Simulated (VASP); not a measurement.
# MoPd (P-6m2) in VASP: density of states with LDA

Aim: the density of states of MoPd with LDA.

Everything below comes from runs of VASP 6.6.1. Logs are shortened: lines on timing, memory, paths and dates and some standing lists are left out, and cuts for length are marked.

## Step 1: The cell of the first run

The structure is hexagonal, space group P-6m2 (No. 187). The conventional cell has a = 2.794 Å, b = 2.794 Å, c = 4.566 Å, α = 90.00°, β = 90.00°, γ = 120.00°. Within 3.7 Å of Mo (site symmetry -6m2) lie 6 Mo at 2.79 Å and 6 Pd at 2.80 Å. Pd (site symmetry -6m2) has 6 Pd at 2.79 Å and 6 Mo at 2.80 Å within 3.7 Å.

## Step 2: Density of states, LDA

POSCAR reads:

```
MoPd
1.0
    2.7938960000      0.0000000000      0.0000000000
   -1.3969480000      2.4195849115      0.0000000000
    0.0000000000      0.0000000000      4.5663710000
Mo Pd
1 1
Direct
    0.6666666667      0.3333333333      0.5000000000
    0.3333333333      0.6666666667      0.0000000000
```

INCAR.step1 reads:

```
PREC     = Accurate       # precision mode
ENCUT    = 400            # plane-wave cutoff, eV
EDIFF    = 1E-6           # SCF threshold, eV
ISMEAR   = 1              # smearing method
SIGMA    = 0.15           # smearing width, eV
LREAL    = False          # projectors in reciprocal space
LASPH    = True           # aspherical terms in the spheres
NELM     = 120            # most SCF steps
ALGO     = Normal         # electronic algorithm
ISIF     = 2              # what is computed and relaxed
LWAVE    = False          # write WAVECAR
LCHARG   = True           # write CHGCAR
LMAXMIX  = 4              # l up to which the mixer works
GGA      = CA             # functional
NBANDS   = 19             # bands
GGA_COMPAT= False        
NEDOS    = 2001           # points of the DOS
LORBIT   = 11             # projections on sites
```

KPOINTS.step1 reads:

```
regular mesh
0
Gamma
  12 12 6
```

INCAR.step2 reads:

```
PREC     = Accurate       # precision mode
ENCUT    = 400            # plane-wave cutoff, eV
EDIFF    = 1E-6           # SCF threshold, eV
ISMEAR   = -5             # smearing method
SIGMA    = 0.15           # smearing width, eV
LREAL    = False          # projectors in reciprocal space
LASPH    = True           # aspherical terms in the spheres
NELM     = 120            # most SCF steps
ALGO     = Normal         # electronic algorithm
ISIF     = 2              # what is computed and relaxed
LWAVE    = False          # write WAVECAR
LCHARG   = False          # write CHGCAR
LMAXMIX  = 4              # l up to which the mixer works
GGA      = CA             # functional
LORBIT   = 11             # projections on sites
NEDOS    = 1001           # points of the DOS
ICHARG   = 11             # starting density
GGA_COMPAT= False
```

KPOINTS.step2 reads:

```
regular mesh
0
Gamma
  18 18 9
```

Potentials or basis: VASP PAW LDA potentials, release 64 (Mo_sv, Pd).

The run is started by

```sh
cat potpaw_LDA.64/Mo_sv/POTCAR potpaw_LDA.64/Pd/POTCAR > POTCAR
cp INCAR.step1 INCAR
cp KPOINTS.step1 KPOINTS
mpirun -np 1 vasp_std > vasp.out
cp INCAR.step2 INCAR
cp KPOINTS.step2 KPOINTS
mpirun -np 1 vasp_std > vasp.out
```

OUTCAR:

```text
PREC = Accurate
   ENCUT = 400
   EDIFF = 1E-6
   ISMEAR = -5
   LREAL = False
   LASPH = True
   NELM = 120
   ISIF = 2
   GGA = CA
   LORBIT = 11
   ICHARG = 11

 ion  position               nearest neighbor table
   1  0.667  0.333  0.500-   2 2.80   2 2.80   2 2.80   2 2.80   2 2.80   2 2.80
   2  0.333  0.667  0.000-   1 2.80   1 2.80   1 2.80   1 2.80   1 2.80   1 2.80

  LATTYP: Found a hexagonal cell.
 ALAT       =     2.7938960000
 C/A-ratio  =     1.6344097991

  Lattice vectors:

 A1 = (   2.7938960000,   0.0000000000,   0.0000000000)
 A2 = (  -1.3969480000,   2.4195849115,   0.0000000000)
 A3 = (   0.0000000000,   0.0000000000,   4.5663710000)

Analysis of symmetry for initial positions (statically):
=====================================================================
 Subroutine PRICEL returns:
 Original cell was already a primitive cell.

 Routine SETGRP: Setting up the symmetry group for a
 hexagonal supercell.

 Subroutine GETGRP returns: Found 12 space group operations
 (whereof 12 operations were pure point group operations)
 out of a pool of 24 trial point group operations.

The static configuration has the point symmetry D_3h.

Analysis of symmetry for dynamics (positions and initial velocities):
=====================================================================
 Subroutine PRICEL returns:
 Original cell was already a primitive cell.

 Routine SETGRP: Setting up the symmetry group for a
 hexagonal supercell.

 Subroutine GETGRP returns: Found 12 space group operations
 (whereof 12 operations were pure point group operations)
 out of a pool of 24 trial point group operations.

The dynamic configuration has the point symmetry D_3h.

 Subroutine INISYM returns: Found 12 space group operations
 (whereof 12 operations are pure point group operations),
 and found     1 'primitive' translations

----------------------------------------------------------------------------------------

                                     Primitive cell

  volume of cell :      30.8690

  direct lattice vectors                    reciprocal lattice vectors
     2.793896000  0.000000000  0.000000000     0.357923130  0.206647015  0.000000000
    -1.396948000  2.419584911  0.000000000     0.000000000  0.413294030  0.000000000
     0.000000000  0.000000000  4.566371000     0.000000000  0.000000000  0.218992281

  length of vectors
     2.793896000  2.793896000  4.566371000     0.413294030  0.413294030  0.218992281

  position of ions in fractional coordinates (direct lattice)
     0.666666667  0.333333333  0.500000000
     0.333333333  0.666666667  0.000000000

  ion indices of the primitive-cell ions
   primitive index   ion index
                 1           1
                 2           2

----------------------------------------------------------------------------------------

 KPOINTS: regular mesh

Automatic generation of k-mesh.
 Grid dimensions read from file:
 generate k-points for:   18   18    9

 Generating k-lattice:

  Cartesian coordinates                     Fractional coordinates (reciprocal lattice)
     0.019884618  0.011480390  0.000000000     0.055555556 -0.000000000  0.000000000
     0.000000000  0.022960779  0.000000000     0.000000000  0.055555556  0.000000000
     0.000000000  0.000000000  0.024332476     0.000000000  0.000000000  0.111111111

  Length of vectors
     0.022960779  0.022960779  0.024332476

  Shift w.r.t. Gamma in fractional coordinates (k-lattice)
     0.000000000  0.000000000  0.000000000

 TETIRR: Found   2805 inequivalent tetrahedra from    17496

 Subroutine IBZKPT returns following result:
 ===========================================

 Found    185 irreducible k-points:

 Following reciprocal coordinates:
            Coordinates               Weight
  0.000000  0.000000  0.000000      1.000000
  0.055556  0.000000  0.000000      6.000000
  0.111111  0.000000  0.000000      6.000000
  0.166667  0.000000  0.000000      6.000000
  0.222222  0.000000  0.000000      6.000000
  0.277778  0.000000  0.000000      6.000000
[... 16 lines left out ...]
  0.333333  0.111111  0.000000     12.000000
  0.388889  0.111111  0.000000     12.000000
 [... further k-points ...]
   k-points           NKPTS =    185   k-points in BZ     NKDIM =    185   number of bands    NBANDS=     16
   number of dos      NEDOS =   1001   number of ions     NIONS =      2
   total plane-waves  NPLWV =   9720
   dimension x,y,z NGX =    18 NGY =   18 NGZ =   30
   dimension x,y,z NGXF=    36 NGYF=   36 NGZF=   60
   ions per type =               1   1
   NGX,Y,Z   is equivalent  to a cutoff of  10.71, 10.71, 10.92 a.u.
   NGXF,Y,Z  is equivalent  to a cutoff of  21.42, 21.42, 21.84 a.u.
 SYSTEM =  unknown system
   PREC   = accura    normal or accurate (medium, high low for compatibility)
   ISTART =      0    job   : 0-new  1-cont  2-samecut
   ICHARG =     11    charge: 1-file 2-atom 10-const
   ISPIN  =      1    spin polarized calculation?
   LNONCOLLINEAR =      F non collinear calculations
   LSORBIT =      F    spin-orbit coupling
   LASPH  =      T    aspherical Exc in radial PAW
   ENCUT  =  400.0 eV  29.40 Ry    5.42 a.u.   4.56  4.56  7.45*2*pi/ulx,y,z
   NELM   =    120;   NELMIN=  2; NELMDL=  0     # of ELM steps
   EDIFF  = 0.1E-05   stopping-criterion for ELM
   LREAL  =      F    real-space projection
   EDIFFG = 0.1E-04   stopping-criterion for IOM
   NSW    =      0    number of steps for IOM
   IBRION =     -1    ionic relax: 0-MD 1-quasi-New 2-CG
   NFREE  =      0    steps in history (QN), initial steepest desc. (CG)
   ISIF   =      2    stress and relaxation
   ISYM   =      2    0-nonsym 1-usesym 2-fastsym
   POTIM  = 0.5000    time-step for ionic-motion
   TEBEG  =    0.0;   TEEND  =   0.0 temperature during run
   PSTRESS=    0.0 pullay stress
   NELECT =      24.0000    total number of electrons
   NUPDOWN=      -1.0000    fix difference up-down
   EMIN   =  10.00;   EMAX   =-10.00  energy-range for DOS
   EFERMI =   0.00;   METHOD = LEGACY
   ISMEAR =    -5;   SIGMA  =   0.15  broadening in eV -4-tet -1-fermi 0-gaus
   EFERMI_NEDOS =   21; number of points for ismear=-14 and -15
   IALGO  =     38    algorithm
   IMIX   =      4    mixing-type and parameters
     AMIX     =   0.40;   BMIX     =  1.00
     AMIX_MAG =   1.60;   BMIX_MAG =  1.00
  volume/ion in A,a.u.               =      15.43       104.16
  Fermi-wavevector in a.u.,A,eV,Ry     =   1.505351  2.844701 30.831918  2.266082
  Thomas-Fermi vector in A             =   2.616211
   LORBIT       =     11    0 simple, 1 ext, 2 COOP (PROOUT), +10 PAW based schemes
   GGA     = CA    functional components
   LHFCALC =     F    Hartree Fock is set to
   AEXX    =    0.0000 exact exchange contribution
   IVDW    =     0    specifies the selected vdW correction
   LEPSILON=     F    determine dielectric tensor
   LRPA    =     F    only Hartree local field effects (RPA)
 non-spin polarized calculation
 Fermi weights with tetrahedron method with Bloechl corrections
  energy-cutoff  :      400.00
  volume of cell :       30.87
 maximum number of plane-waves:       576

 number of electron      24.0000002 magnetization

 Free energy of the ion-electron system (eV)
  ---------------------------------------------------
  ext. energy  EPLUGINS =         0.00000000
  ---------------------------------------------------
  free energy    TOTEN  =       -18.53627310 eV

  energy without entropy =      -18.53627310  energy(sigma->0) =      -18.53627310

 E-fermi :  11.0923     XC(G=0): -13.4751

 val. band max:       11.1394486322   @ k =   0.3889   0.2222   0.4444
 cond. band min:      11.0025354569   @ k =   0.2222   0.2222   0.1111
 fundamental gap:     -0.1369131753
 Fermi energy:        11.0922720839

 k-point     1 :       0.0000    0.0000    0.0000
  band No.  band energies     occupation
      1     -49.6239      2.00000
      2     -23.9877      2.00000
      3     -23.2093      2.00000
      4     -23.2093      2.00000
      5       3.6155      2.00000
      6       5.4703      2.00000
[... 8 lines left out ...]
     15      13.3141      0.00000
     16      13.3141      0.00000

 k-point     2 :       0.0556    0.0000    0.0000
  band No.  band energies     occupation
      1     -49.6187      2.00000
      2     -23.9827      2.00000
      3     -23.2446      2.00000
      4     -23.2170      2.00000
      5       3.7196      2.00000
      6       5.5454      2.00000
[... 8 lines left out ...]
     15      13.3125      0.00000
     16      13.8034      0.00000

 k-point     3 :       0.1111    0.0000    0.0000
  band No.  band energies     occupation
      1     -49.6037      2.00000
      2     -23.9686      2.00000
      3     -23.3465      2.00000
      4     -23.2402      2.00000
      5       4.0214      2.00000
      6       5.7499      2.00000
[... 8 lines left out ...]
     15      13.3071      0.00000
     16      14.7490      0.00000

 k-point     4 :       0.1667    0.0000    0.0000
  band No.  band energies     occupation
      1     -49.5807      2.00000
      2     -23.9471      2.00000
      3     -23.5002      2.00000
      4     -23.2755      2.00000
      5       4.4864      2.00000
      6       6.0134      2.00000
[... 8 lines left out ...]
     15      13.2963      0.00000
     16      15.8311      0.00000
[... 324 lines left out ...]
 k-point    22 :       0.2778    0.1111    0.0000
  band No.  band energies     occupation
      1     -49.4855      2.00000
      2     -24.0507      2.00000
      3     -23.8572      2.00000
      4     -23.4737      2.00000
      5       6.0408      2.00000
      6       6.4312      2.00000
[... 8 lines left out ...]
     15      14.2061      0.00000
     16      19.6904      0.00000

 k-point    23 :       0.3333    0.1111    0.0000
  band No.  band energies     occupation
      1     -49.4634      2.00000
      2     -24.1740      2.00000
      3     -23.8362      2.00000
      4     -23.5177      2.00000
      5       5.9494      2.00000
      6       6.2697      2.00000
[... 8 lines left out ...]
     15      14.9206      0.00000
     16      19.1810      0.00000

 k-point    24 :       0.3889    0.1111    0.0000
  band No.  band energies     occupation
      1     -49.4489      2.00000
      2     -24.2540      2.00000
      3     -23.8225      2.00000
      4     -23.5463      2.00000
      5       5.8491      2.00000
      6       6.0878      2.00000
[... 8 lines left out ...]
     15      15.4007      0.00000
     16      18.0275      0.00000

 [... further k-points ...]

------------------------ aborting loop because EDIFF is reached ----------------------------------------

  FORCE on cell =-STRESS in cart. coord.  units (eV):
  Direction    XX          YY          ZZ          XY          YZ          ZX
  --------------------------------------------------------------------------------------
  -------------------------------------------------------------------------------------
  Total       -2.8444623     -2.8444623     -2.8080944      0.0000000      0.0000000     -0.0000000
  in kB     -147.6347052   -147.6347052   -145.7471199      0.0000000      0.0000000     -0.0000000
  external PRESSURE =    -147.0055101 kB  Pullay stress =       0.0000000 kB

 VOLUME and BASIS-vectors are now :
 -----------------------------------------------------------------------------
  energy-cutoff  :      400.00
  volume of cell :       30.87
      direct lattice vectors                 reciprocal lattice vectors
     2.793896000  0.000000000  0.000000000     0.357923130  0.206647015  0.000000000
    -1.396948000  2.419584911  0.000000000     0.000000000  0.413294030  0.000000000
     0.000000000  0.000000000  4.566371000     0.000000000  0.000000000  0.218992281

 POSITION                                       TOTAL-FORCE (eV/Angst)
 -----------------------------------------------------------------------------------
      1.39695      0.80653      2.28319        -0.000000      0.000000      0.000000
     -0.00000      1.61306      0.00000         0.000000     -0.000000      0.000000
 -----------------------------------------------------------------------------------
    total drift:                               -0.001212      0.000700      0.000000

  FREE ENERGIE OF THE ION-ELECTRON SYSTEM (eV)
  ---------------------------------------------------
  free  energy   TOTEN  =       -18.5362730970 eV

  energy  without entropy=      -18.5362730970  energy(sigma->0) =      -18.53627310

 total charge

# of ion       s       p       d       tot
------------------------------------------
    1        2.364   6.158   3.847  12.369
    2        0.535   0.599   8.448   9.582
--------------------------------------------------
tot          2.899   6.757  12.295  21.951
```

It took 74 s on 1 thread of AMD EPYC 7R13, shared host; peak memory 0.15 GiB.

Results:

| Quantity | Value |
| --- | --- |
| Valence electrons inside the program's atomic spheres | Mo 12.37; Pd 9.58 |

Caveat: tetrahedron occupations give inexact forces and stress in metals.
